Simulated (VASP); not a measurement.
Ti3SnO8, 12 atoms in the cell. It takes space group P-4m2 (No. 115, tetragonal). The conventional cell has a = 3.835 Å, b = 3.835 Å, c = 9.748 Å, α = 90.00°, β = 90.00°, γ = 90.00°. Within 2.6 Å of Ti (site symmetry -4m2) lie 6 O at 1.96 to 2.02 Å. Within 2.6 Å of Ti (site symmetry 2mm) lie 6 O at 1.96 to 2.02 Å. Sn (site symmetry -4m2) has 6 O at 1.96 to 2.02 Å within 2.6 Å. Within 2.6 Å of O (site symmetry 2mm) lie 3 Ti at 1.96 to 2.02 Å and 2 O at 2.50 Å. Within 2.6 Å of O (site symmetry 2mm) lie 2 Sn at 1.96 Å and 1 Ti at 2.02 Å and 2 O at 2.50 Å. O (site symmetry 2mm) has 2 Ti at 1.96 Å and 1 Sn at 2.02 Å and 2 O at 2.50 Å within 2.6 Å. Within 2.6 Å of O (site symmetry 2mm) lie 3 Ti at 1.96 to 2.02 Å and 2 O at 2.50 Å. 

| Quantity | Value |
| --- | --- |
| Program | VASP 6.6.1 |
| Task | single point |
| Functional | PBE |
| Potentials or basis | VASP PAW PBE potentials, release 64 (Ti_sv, Sn_d, O) |
| Cutoff | 520 eV |
| k mesh | 4 × 4 × 2 |
| Occupations | gaussian, width 0.1 eV |
| Spin | collinear spin, ferromagnetic start |
| Starting moments | [1.0, 1.0, 1.0, 0.0, 0.0, 0.0, 0.0, 0.0, 0.0, 0.0, 0.0, 0.0] μB |
| Dipole correction | no |
| Further INCAR settings | ALGO = Normal; EDIFF = 1e-06; NBANDS = 65 |

Potentials or basis: VASP PAW PBE potentials, release 64 (Ti_sv, Sn_d, O).

Command:

```console
$ cat potpaw_PBE.64/Ti_sv/POTCAR potpaw_PBE.64/Sn_d/POTCAR potpaw_PBE.64/O/POTCAR > POTCAR
$ mpirun -np 1 vasp_std > vasp.out
```

Hardware: 1 thread of Oxide Virtual Turin-like Processor, with other jobs on the host.

How long does it take, and how much memory?

It took 5.6 min on 1 thread of Oxide Virtual Turin-like Processor, on a shared host, peak memory 0.37 GiB. Counts: scf iterations 18, k points 12.
